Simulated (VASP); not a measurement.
**Sn: single point with PBEsol**

Sn:

```xyz
1
Lattice="-1.7265 1.7755 2.3383 1.7265 -1.7755 2.3383 1.7265 1.7755 -2.3383" Properties=species:S:1:pos:R:3 pbc="T T T"
Sn    0.0000    0.0000    0.0000
```

```json
{"Program": "VASP 6.6.1", "Task": "single point", "Functional": "PBEsol", "Potentials or basis": "VASP PAW PBE potentials, release 64 (Sn_d)", "Cutoff": "520 eV", "k mesh": "16 × 16 × 16", "Occupations": "fermi-dirac, width 0.03 eV", "Spin": "no spin polarisation", "Dipole correction": "no", "Further INCAR settings": "ALGO = Normal; EDIFF = 1e-06; NBANDS = 13"}
```

The pressure is -3.6 GPa and the band gap on the k mesh is zero (bands 7 and 8 overlap by 9.00 eV).

Stress tensor (GPa, compression positive):
```
-3.28  0.00  0.00
 0.00 -3.83  0.00
 0.00  0.00 -3.75
```

Levels at points of the mesh, in eV from the Fermi level:
| k point | band 4 | band 5 | band 6 | band 7 | band 8 | band 9 | band 10 | band 11 |
| --- | --- | --- | --- | --- | --- | --- | --- | --- |
| (0.00, 0.00, 0.00) | -21.38 | -21.35 | -10.77 | 7.01 | 7.16 | 7.56 | 10.62 | 11.14 |
| (0.50, 0.00, 0.00) | -21.31 | -21.29 | -6.85 | -4.40 | 5.24 | 5.99 | 9.68 | 10.09 |
| (0.00, 0.50, 0.00) | -21.30 | -21.29 | -6.60 | -4.33 | 4.81 | 5.68 | 9.19 | 9.66 |
| (0.50, 0.50, 0.00) | -21.29 | -21.27 | -5.23 | -3.57 | 2.06 | 2.43 | 5.51 | 5.92 |
| (0.50, 0.50, 0.50) | -21.28 | -21.27 | -4.46 | -3.07 | 1.21 | 1.85 | 4.61 | 5.46 |

Wall time 75 s on 1 thread of Intel(R) Xeon(R) 6975P-C (Granite Rapids) (shared host), peak memory 0.33 GiB.

Caveat: the cell stands under tension; the PAW data sets were made with another functional, which shifts forces and pressure a little; spin-orbit coupling is left out, which moves the levels of the heavy elements.
